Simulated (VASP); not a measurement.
# TePbS4 (Cmmm) in VASP: single point with PBE

Aim: the single point of TePbS4 with PBE.

All numbers are computed with VASP 6.6.1; they aren't measurements. Logs are shortened: lines on timing, memory, paths and dates and some standing lists are left out, and cuts for length are marked.

**1. The cell of the first run**

The structure is orthorhombic, space group Cmmm (No. 65). The conventional cell has a = 5.597 Å, b = 10.422 Å, c = 5.772 Å, α = 90.00°, β = 90.00°, γ = 90.00°. Te (site symmetry mmm) has 8 S at 2.99 to 3.07 Å within 3.9 Å. Pb (site symmetry mmm) has 8 S at 2.99 to 3.07 Å within 3.9 Å. Within 2.8 Å of S (site symmetry m2m) lie 1 S at 2.09 Å. Within 2.8 Å of S (site symmetry m2m) lie 1 S at 2.11 Å.

**2. Single point, PBE**

The input, INCAR:

```
SYSTEM = TePbS4
ALGO = Normal
EDIFF = 1E-6
ENCUT = 500
GGA = PE
GGA_COMPAT = .False.
ISIF = 2
ISMEAR = 0
LASPH = .True.
LCHARG = .False.
LREAL = .False.
LWAVE = .False.
NBANDS = 31
NELM = 120
PREC = Accurate
SIGMA = 0.15
```

The input, KPOINTS:

```
k-points
0
Gamma
  3 3 2
  0 0 0
```

The input, POSCAR:

```
TePbS4
1.0
    2.7984007086     -5.2108536677      0.0000000000
    2.7984007086      5.2108536677      0.0000000000
    0.0000000000      0.0000000000      5.7723971623
Te Pb S
1 1 4
Direct
    0.5000000000      0.5000000000      0.5000000000
    0.0000000000      0.0000000000      0.0000000000
    0.6004471743      0.3995528257      0.0000000000
    0.1013087904      0.8986912096      0.5000000000
    0.8986912096      0.1013087904      0.5000000000
    0.3995528257      0.6004471743      0.0000000000
```

Potentials or basis: VASP PAW PBE potentials, release 64 (Te, Pb_d, S).

Started as:

```sh
$ cat potpaw_PBE.64/Te/POTCAR potpaw_PBE.64/Pb_d/POTCAR potpaw_PBE.64/S/POTCAR > POTCAR
$ mpirun -np 1 vasp_std > vasp.out
```

OUTCAR:

```text
SYSTEM = TePbS4
   EDIFF = 1E-6
   ENCUT = 500
   GGA = PE
   ISIF = 2
   ISMEAR = 0
   LASPH = .True.
   LREAL = .False.
   NELM = 120
   PREC = Accurate

 ion  position               nearest neighbor table
   1  0.500  0.500  0.500-   4 2.99   5 2.99   4 2.99   5 2.99   3 3.07   6 3.07   3 3.07   6 3.07

   2  0.000  0.000  0.000-   3 2.99   6 2.99   3 2.99   6 2.99   4 3.07   5 3.07   4 3.07   5 3.07

   3  0.600  0.400  0.000-   6 2.09   2 2.99   2 2.99   1 3.07   1 3.07
   4  0.101  0.899  0.500-   5 2.11   1 2.99   1 2.99   2 3.07   2 3.07
   5  0.899  0.101  0.500-   4 2.11   1 2.99   1 2.99   2 3.07   2 3.07
   6  0.400  0.600  0.000-   3 2.09   2 2.99   2 2.99   1 3.07   1 3.07

  LATTYP: Found a base centered orthorhombic cell.
 ALAT       =     5.5968014172
 B/A-ratio  =     1.8620827431
 C/A-ratio  =     1.0313743033

  Lattice vectors:

 A1 = (   2.7984007086,  -5.2108536677,   0.0000000000)
 A2 = (   2.7984007086,   5.2108536677,   0.0000000000)
 A3 = (   0.0000000000,   0.0000000000,   5.7723971623)

Analysis of symmetry for initial positions (statically):
=====================================================================
 Subroutine PRICEL returns:
 Original cell was already a primitive cell.

 Routine SETGRP: Setting up the symmetry group for a
 base centered orthorhombic supercell.

 Subroutine GETGRP returns: Found  8 space group operations
 (whereof  8 operations were pure point group operations)
 out of a pool of  8 trial point group operations.

The static configuration has the point symmetry D_2h.

Analysis of symmetry for dynamics (positions and initial velocities):
=====================================================================
 Subroutine PRICEL returns:
 Original cell was already a primitive cell.

 Routine SETGRP: Setting up the symmetry group for a
 base centered orthorhombic supercell.

 Subroutine GETGRP returns: Found  8 space group operations
 (whereof  8 operations were pure point group operations)
 out of a pool of  8 trial point group operations.

The dynamic configuration has the point symmetry D_2h.

 Subroutine INISYM returns: Found  8 space group operations
 (whereof  8 operations are pure point group operations),
 and found     1 'primitive' translations

----------------------------------------------------------------------------------------

                                     Primitive cell

  volume of cell :     168.3468

  direct lattice vectors                    reciprocal lattice vectors
     2.798400709 -5.210853668  0.000000000     0.178673482 -0.095953568  0.000000000
     2.798400709  5.210853668  0.000000000     0.178673482  0.095953568  0.000000000
     0.000000000  0.000000000  5.772397162     0.000000000  0.000000000  0.173238253

  length of vectors
     5.914730972  5.914730972  5.772397162     0.202808532  0.202808532  0.173238253

  position of ions in fractional coordinates (direct lattice)
     0.500000000  0.500000000  0.500000000
     0.000000000  0.000000000  0.000000000
     0.600447174  0.399552826  0.000000000
     0.101308790  0.898691210  0.500000000
     0.898691210  0.101308790  0.500000000
     0.399552826  0.600447174  0.000000000

  ion indices of the primitive-cell ions
   primitive index   ion index
                 1           1
                 2           2
                 3           3
                 4           4
                 5           5
                 6           6

----------------------------------------------------------------------------------------

 KPOINTS: k-points

Automatic generation of k-mesh.
 Grid dimensions read from file:
 generate k-points for:    3    3    2

 Generating k-lattice:

  Cartesian coordinates                     Fractional coordinates (reciprocal lattice)
     0.059557827 -0.031984523  0.000000000     0.333333333  0.000000000  0.000000000
     0.059557827  0.031984523  0.000000000     0.000000000  0.333333333  0.000000000
     0.000000000  0.000000000  0.086619126     0.000000000  0.000000000  0.500000000

  Length of vectors
     0.067602844  0.067602844  0.086619126

  Shift w.r.t. Gamma in fractional coordinates (k-lattice)
     0.000000000  0.000000000  0.000000000

 Subroutine IBZKPT returns following result:
 ===========================================

 Found      8 irreducible k-points:

 Following reciprocal coordinates:
            Coordinates               Weight
  0.000000  0.000000  0.000000      1.000000
  0.333333 -0.000000  0.000000      4.000000
  0.333333  0.333333  0.000000      2.000000
 -0.333333  0.333333  0.000000      2.000000
  0.000000  0.000000  0.500000      1.000000
  0.333333 -0.000000  0.500000      4.000000
  0.333333  0.333333  0.500000      2.000000
 -0.333333  0.333333  0.500000      2.000000
   k-points           NKPTS =      8   k-points in BZ     NKDIM =      8   number of bands    NBANDS=     31
   number of dos      NEDOS =    301   number of ions     NIONS =      6
   total plane-waves  NPLWV =  96768
   dimension x,y,z NGX =    48 NGY =   48 NGZ =   42
   dimension x,y,z NGXF=    96 NGYF=   96 NGZF=   84
   ions per type =               1   1   4
   NGX,Y,Z   is equivalent  to a cutoff of  13.49, 13.49, 12.10 a.u.
   NGXF,Y,Z  is equivalent  to a cutoff of  26.98, 26.98, 24.19 a.u.
 SYSTEM =  TePbS4
   PREC   = accura    normal or accurate (medium, high low for compatibility)
   ISTART =      0    job   : 0-new  1-cont  2-samecut
   ICHARG =      2    charge: 1-file 2-atom 10-const
   ISPIN  =      1    spin polarized calculation?
   LNONCOLLINEAR =      F non collinear calculations
   LSORBIT =      F    spin-orbit coupling
   LASPH  =      T    aspherical Exc in radial PAW
   ENCUT  =  500.0 eV  36.75 Ry    6.06 a.u.  10.78 10.78 10.52*2*pi/ulx,y,z
   NELM   =    120;   NELMIN=  2; NELMDL= -5     # of ELM steps
   EDIFF  = 0.1E-05   stopping-criterion for ELM
   LREAL  =      F    real-space projection
   EDIFFG = 0.1E-04   stopping-criterion for IOM
   NSW    =      0    number of steps for IOM
   IBRION =     -1    ionic relax: 0-MD 1-quasi-New 2-CG
   NFREE  =      0    steps in history (QN), initial steepest desc. (CG)
   ISIF   =      2    stress and relaxation
   ISYM   =      2    0-nonsym 1-usesym 2-fastsym
   POTIM  = 0.5000    time-step for ionic-motion
   TEBEG  =    0.0;   TEEND  =   0.0 temperature during run
   PSTRESS=    0.0 pullay stress
   NELECT =      44.0000    total number of electrons
   NUPDOWN=      -1.0000    fix difference up-down
   EMIN   =  10.00;   EMAX   =-10.00  energy-range for DOS
   EFERMI =   0.00;   METHOD = LEGACY
   ISMEAR =     0;   SIGMA  =   0.15  broadening in eV -4-tet -1-fermi 0-gaus
   EFERMI_NEDOS =   21; number of points for ismear=-14 and -15
   IALGO  =     38    algorithm
   IMIX   =      4    mixing-type and parameters
     AMIX     =   0.40;   BMIX     =  1.00
     AMIX_MAG =   1.60;   BMIX_MAG =  1.00
  volume/ion in A,a.u.               =      28.06       189.34
  Fermi-wavevector in a.u.,A,eV,Ry     =   1.046704  1.977985 14.906409  1.095590
  Thomas-Fermi vector in A             =   2.181554
   LORBIT       =      0    0 simple, 1 ext, 2 COOP (PROOUT), +10 PAW based schemes
   GGA     = PE    functional components
   LHFCALC =     F    Hartree Fock is set to
   AEXX    =    0.0000 exact exchange contribution
   IVDW    =     0    specifies the selected vdW correction
   LEPSILON=     F    determine dielectric tensor
   LRPA    =     F    only Hartree local field effects (RPA)
 non-spin polarized calculation
 Gauss-broadening in eV      SIGMA  =   0.15
  energy-cutoff  :      500.00
  volume of cell :      168.35
 maximum number of plane-waves:      4282
 NGX is ok and might be reduce to    48
   NGX = 21   NGY = 21   NGZ = 21

 number of electron      43.9999993 magnetization

 Free energy of the ion-electron system (eV)
  ---------------------------------------------------
  ext. energy  EPLUGINS =         0.00000000
  ---------------------------------------------------
  free energy    TOTEN  =       -22.35059976 eV

  energy without entropy =      -22.31931051  energy(sigma->0) =      -22.33495513

 E-fermi :   3.9854     XC(G=0):  -8.7217

 val. band max:        3.9090135393   @ k =   0.3333   0.3333   0.5000
 cond. band min:       4.0854953539   @ k =   0.3333  -0.0000   0.0000
 fundamental gap:      0.1764818146
 Fermi energy:         3.9853669076

 k-point     1 :       0.0000    0.0000    0.0000
  band No.  band energies     occupation
      1     -13.1982      2.00000
      2     -13.0887      2.00000
      3     -13.0518      2.00000
      4     -13.0451      2.00000
      5     -13.0182      2.00000
      6     -11.4232      2.00000
[... 23 lines left out ...]
     30       9.5855      0.00000
     31      10.3695      0.00000

 k-point     2 :       0.3333   -0.0000    0.0000
  band No.  band energies     occupation
      1     -13.1655      2.00000
      2     -13.0587      2.00000
      3     -13.0518      2.00000
      4     -13.0466      2.00000
      5     -13.0243      2.00000
      6     -11.2017      2.00000
[... 23 lines left out ...]
     30      10.3189      0.00000
     31      10.5797      0.00000

 k-point     3 :       0.3333    0.3333    0.0000
  band No.  band energies     occupation
      1     -13.1648      2.00000
      2     -13.0605      2.00000
      3     -13.0520      2.00000
      4     -13.0466      2.00000
      5     -13.0240      2.00000
      6     -11.1518      2.00000
[... 23 lines left out ...]
     30       9.5780      0.00000
     31       9.9941      0.00000

 k-point     4 :      -0.3333    0.3333    0.0000
  band No.  band energies     occupation
      1     -13.1977      2.00000
      2     -13.0907      2.00000
      3     -13.0520      2.00000
      4     -13.0452      2.00000
      5     -13.0175      2.00000
      6     -11.3632      2.00000
[... 23 lines left out ...]
     30       9.2841      0.00000
     31      10.9159      0.00000

 k-point     5 :       0.0000    0.0000    0.5000
  band No.  band energies     occupation
      1     -13.1644      2.00000
      2     -13.0659      2.00000
      3     -13.0573      2.00000
      4     -13.0465      2.00000
      5     -13.0181      2.00000
      6     -11.1054      2.00000
[... 23 lines left out ...]
     30       9.5507      0.00000
     31       9.8637      0.00000

 k-point     6 :       0.3333   -0.0000    0.5000
  band No.  band energies     occupation
      1     -13.1112      2.00000
      2     -13.0574      2.00000
      3     -13.0542      2.00000
      4     -13.0488      2.00000
      5     -13.0242      2.00000
      6     -10.9808      2.00000
[... 23 lines left out ...]
     30       9.8181      0.00000
     31      10.1262      0.00000

 k-point     7 :       0.3333    0.3333    0.5000
  band No.  band energies     occupation
      1     -13.1107      2.00000
      2     -13.0575      2.00000
      3     -13.0556      2.00000
      4     -13.0488      2.00000
      5     -13.0238      2.00000
      6     -10.9592      2.00000
[... 23 lines left out ...]
     30       9.4160      0.00000
     31       9.7775      0.00000

 k-point     8 :      -0.3333    0.3333    0.5000
  band No.  band energies     occupation
      1     -13.1646      2.00000
      2     -13.0669      2.00000
      3     -13.0577      2.00000
      4     -13.0466      2.00000
      5     -13.0174      2.00000
      6     -11.0664      2.00000
[... 23 lines left out ...]
     30      10.4961      0.00000
     31      10.5583      0.00000

------------------------ aborting loop because EDIFF is reached ----------------------------------------

  FORCE on cell =-STRESS in cart. coord.  units (eV):
  Direction    XX          YY          ZZ          XY          YZ          ZX
  --------------------------------------------------------------------------------------
  -------------------------------------------------------------------------------------
  Total       -0.3639465     -0.5090836     -0.0734248      0.0000000      0.0000000      0.0000000
  in kB       -3.4637226     -4.8450105     -0.6987930      0.0000000      0.0000000      0.0000000
  external PRESSURE =      -3.0025087 kB  Pullay stress =       0.0000000 kB

 VOLUME and BASIS-vectors are now :
 -----------------------------------------------------------------------------
  energy-cutoff  :      500.00
  volume of cell :      168.35
      direct lattice vectors                 reciprocal lattice vectors
     2.798400709 -5.210853668  0.000000000     0.178673482 -0.095953568  0.000000000
     2.798400709  5.210853668  0.000000000     0.178673482  0.095953568  0.000000000
     0.000000000  0.000000000  5.772397162     0.000000000  0.000000000  0.173238253

 POSITION                                       TOTAL-FORCE (eV/Angst)
 -----------------------------------------------------------------------------------
      2.79840      0.00000      2.88620         0.000000      0.000000     -0.000000
      0.00000      0.00000      0.00000        -0.000000      0.000000     -0.000000
      2.79840     -1.04683      0.00000         0.000000      0.183387     -0.000000
      2.79840      4.15504      2.88620         0.000000      0.099308      0.000000
      2.79840     -4.15504      2.88620         0.000000     -0.099308     -0.000000
      2.79840      1.04683      0.00000         0.000000     -0.183387     -0.000000
 -----------------------------------------------------------------------------------
    total drift:                                0.000000      0.000000      0.000000

  FREE ENERGIE OF THE ION-ELECTRON SYSTEM (eV)
  ---------------------------------------------------
  free  energy   TOTEN  =       -22.3505997551 eV

  energy  without entropy=      -22.3193105145  energy(sigma->0) =      -22.33495513
```

Run time: 32 s. Hardware: 1 thread of Intel Xeon Platinum 8488C (Sapphire Rapids), shared host; peak memory 0.3 GiB.

Results:

| Item | Value |
| --- | --- |
| Free energy | -22.3506 eV |
| Pressure | -0.3 GPa |
| Largest force | 0.183 eV/Å |
| Band gap on the k mesh | zero (band 22 reaches 4.13 eV, above the bottom of band 23 at 3.85 eV) |

Forces in eV/Å, atoms in the order of the input:
```
Te   0.000  0.000  0.000
Pb   0.000  0.000  0.000
S    0.000  0.183  0.000
S    0.000  0.099  0.000
S    0.000 -0.099  0.000
S    0.000 -0.183  0.000
```

Stress tensor (GPa, compression positive):
```
-0.35  0.00  0.00
 0.00 -0.48  0.00
 0.00  0.00 -0.07
```

Levels at points of the mesh, in eV from the Fermi level:
| k point | band 20 | band 21 | band 22 | band 23 | band 24 | band 25 |
| --- | --- | --- | --- | --- | --- | --- |
| (0.00, 0.00, 0.00) | -1.24 | -0.73 | -0.56 | 0.97 | 2.07 | 2.58 |
| (0.00, 0.00, 0.50) | -1.54 | -1.24 | -0.64 | 0.94 | 1.89 | 2.26 |

Caveat: the k points lie up to 0.54 Å⁻¹ apart; spin-orbit coupling is left out, which moves the levels of the heavy elements.
